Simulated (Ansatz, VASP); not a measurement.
## CdTe in VASP and in Ansatz

```
CELL_PARAMETERS angstrom
0.00000 3.27996 3.29635
3.27996 0.00000 3.29635
3.27996 3.27996 0.00000
ATOMIC_POSITIONS crystal
Cd 0.00000 0.00000 0.00000
Te 0.25000 0.25000 0.25000
```

Change from the starting cell: uniaxial_z strain +0.5%.

Alike in both runs: task single point; functional r2SCAN; k mesh 6 × 6 × 6; no spin polarisation.

|  | VASP | Ansatz |
| --- | --- | --- |
| version | VASP 6.6.1 | Ansatz 0.2.0 |
| potentials or method | VASP PAW PBE potentials, release 64 (Cd, Te) | plane waves, PAW |
| plane-wave cutoff (eV) | 520 | 500 |
| occupations | gaussian, width 0.01 eV | fixed |
| valence electrons in the cell | 18 | 36 |

|  | VASP | Ansatz | Ansatz less VASP |
| --- | --- | --- | --- |
| gap on the k mesh at the Fermi level (eV) | 1.13 | 1.14 | +0.007 |
| pressure (GPa) | -0.1 | -0.2 | -0.11 |
| traceless stress, the component that is largest in VASP (GPa) | -0.06 | -0.06 | -0.001 |

VASP's potentials were made for PBE, not for r2SCAN. VASP's potentials hold 18 valence electrons a cell and Ansatz's 36, so a difference there can come from the potentials and not from the codes.

Spin-orbit coupling is off throughout.
